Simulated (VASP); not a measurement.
Set up this calculation in VASP 6.6.1, as the native input.

| Quantity | Value |
| --- | --- |
| Task | single point |
| Functional | PBEsol |
| Potentials or basis | VASP PAW PBE potentials, release 64 (Mo_sv) |
| Cutoff | 520 eV |
| k mesh | 15 × 15 × 1 |
| Occupations | methfessel-paxton, width 0.1 eV |
| Spin | no spin polarisation |
| Dipole correction | yes |
| Further INCAR settings | ALGO = Normal; EDIFF = 1e-06; NBANDS = 58 |

The structure of Mo lies in POSCAR:

```
Mo
1.0
    3.1294554230      0.0000000000      0.0000000000
    1.5647277120      2.2128591510      0.0000000000
    0.0000000000      0.0000000000     29.2771549080
Mo
7
Direct
    0.0000000000      0.0000000000      0.2732505951
    0.5000000000      1.0000000000      0.3488337300
    0.0000000000      0.0000000000      0.4244168650
    0.5000000000      1.0000000000      0.5000000000
    0.0000000000      0.0000000000      0.5755831350
    0.5000000000      1.0000000000      0.6511662700
    0.0000000000      0.0000000000      0.7267494049
```

One way to write it, as run:

INCAR

```
  PREC = Accurate
  ENCUT = 520
  EDIFF = 1E-6
  ISMEAR = 1
  SIGMA = 0.1
  LREAL = F
  LASPH = T
  NELM = 60
  ALGO = Normal
  ISIF = 2
  LWAVE = F
  LCHARG = F
  LDIPOL = T
  IDIPOL = 3
  DIPOL = 0.5 0.5 0.500
  GGA = PS
  NBANDS = 58
```

KPOINTS

```
Automatic mesh
0
Gamma
  15 15 1
```

Potentials or basis: VASP PAW PBE potentials, release 64 (Mo_sv).

Launch:

```sh
$ cat potpaw_PBE.64/Mo_sv/POTCAR > POTCAR
$ mpirun -np 1 vasp_std > vasp.out
```

It gave:

The largest force is 0.663 eV/Å and the band gap on the k mesh is zero (bands 49 and 50 overlap by 2.22 eV).

Caveat: the PAW data sets were made with another functional, which shifts forces and pressure a little.

It took 42 min on 1 thread of Oxide Virtual Turin-like Processor, with other jobs on the host, peak memory 0.62 GiB.
